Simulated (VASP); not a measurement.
Write the native input for VASP 6.6.1 that does the following.

| Property | Result |
| --- | --- |
| Task | single point |
| Functional | BLYP |
| Dispersion | D3(BJ) |
| Potentials or basis | VASP PAW PBE potentials, release 64 (B, As_d) |
| Cutoff | 560 eV |
| k mesh | 12 × 8 × 6 |
| Occupations | fermi-dirac, width 0.05 eV |
| Spin | no spin polarisation |
| Dipole correction | no |
| Further INCAR settings | ALGO = Normal; EDIFF = 1e-06; NBANDS = 16 |

The structure of BAs lies in POSCAR:

```
BAs
1.0
    2.6267112640      0.0000000000      0.0000000000
    0.0000000000      2.5011270945      0.0000000000
    0.0000000000      0.0000000000      4.7482334036
B As
1 1
Direct
    0.0000000000      0.5000000000      0.0000000000
    0.5000000000      0.5000000000      0.5000000000
```

The input as run:

INCAR

```
SYSTEM = BAs
AGGAC = 1.0 ; AGGAX = 1.0
ALDAC = 0.0 ; ALDAX = 1.0
ALGO = Normal ; EDIFF = 1E-6
ENCUT = 560 ; GGA = B5
GGA_COMPAT = .FALSE. ; ISIF = 2
ISMEAR = -1 ; IVDW = 12
LASPH = .TRUE. ; LCHARG = .FALSE.
LREAL = .FALSE. ; LWAVE = .FALSE.
NBANDS = 16 ; NELM = 120
PREC = Accurate ; SIGMA = 0.05
VDW_A1 = 0.4298 ; VDW_A2 = 4.2359
VDW_S6 = 1.0 ; VDW_S8 = 2.6996
```

KPOINTS

```
k-points
0
G
  12 8 6
  0 0 0
```

Potentials or basis: VASP PAW PBE potentials, release 64 (B, As_d).

Command:

```bash
$ cat potpaw_PBE.64/B/POTCAR potpaw_PBE.64/As_d/POTCAR > POTCAR
$ mpirun -np 1 vasp_std > vasp.out
```

Results of the run:

| Quantity | Value |
| --- | --- |
| Pressure | 0.2 GPa |
| Band gap on the k mesh | zero (bands 9 and 10 overlap by 5.83 eV) |
| Dispersion energy per atom | -0.825 eV |

Caveat: the PAW data sets were made with another functional, which shifts forces and pressure a little.

Run time: 32 s on 1 thread of AMD EPYC 9R45 96-Core Processor (Zen 5), with other jobs on the host, peak memory 0.18 GiB.
